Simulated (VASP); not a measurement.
A run of VASP 6.6.1 is set up as follows.

Contents of INCAR:

```
SYSTEM = C
PREC = Accurate
ENCUT = 520
EDIFF = 1E-6
ISMEAR = 0
SIGMA = 0.15
LREAL = .False.
LASPH = .True.
NELM = 80
ALGO = Normal
ISIF = 2
LWAVE = .False.
LCHARG = .False.
GGA = PS
IVDW = 12
NBANDS = 16
```

File KPOINTS:

```
Automatic mesh
0
Gamma
  21 21 8
  0 0 0
```

File POSCAR:

```
C
1.0
    2.5732259040      0.0000000000      0.0000000000
   -1.2866129520      2.2284790025      0.0000000000
    0.0000000000      0.0000000000      6.7243539322
C
4
Direct
    0.0000000000      0.0000000000      0.0025000000
    0.0000000000      0.0000000000      0.5025000000
    0.3333333333      0.6666666667      0.0025000000
    0.6666666667      0.3333333333      0.5025000000
```

Potentials or basis: VASP PAW PBE potentials, release 64 (C).

Launch:

```bash
$ cat potpaw_PBE.64/C/POTCAR > POTCAR
$ mpirun -np 1 vasp_std > vasp.out
```

(1) Estimate the dispersion energy per atom.

(2) Predict the band gap on the k mesh.

(3) Predict the pressure.

Results:

(1) -0.105 eV.

(2) zero (bands 8 and 9 overlap by 0.03 eV).

(3) -31.9 GPa.

Caveat: the cell stands under tension; the PAW data sets were made with another functional, which shifts forces and pressure a little.
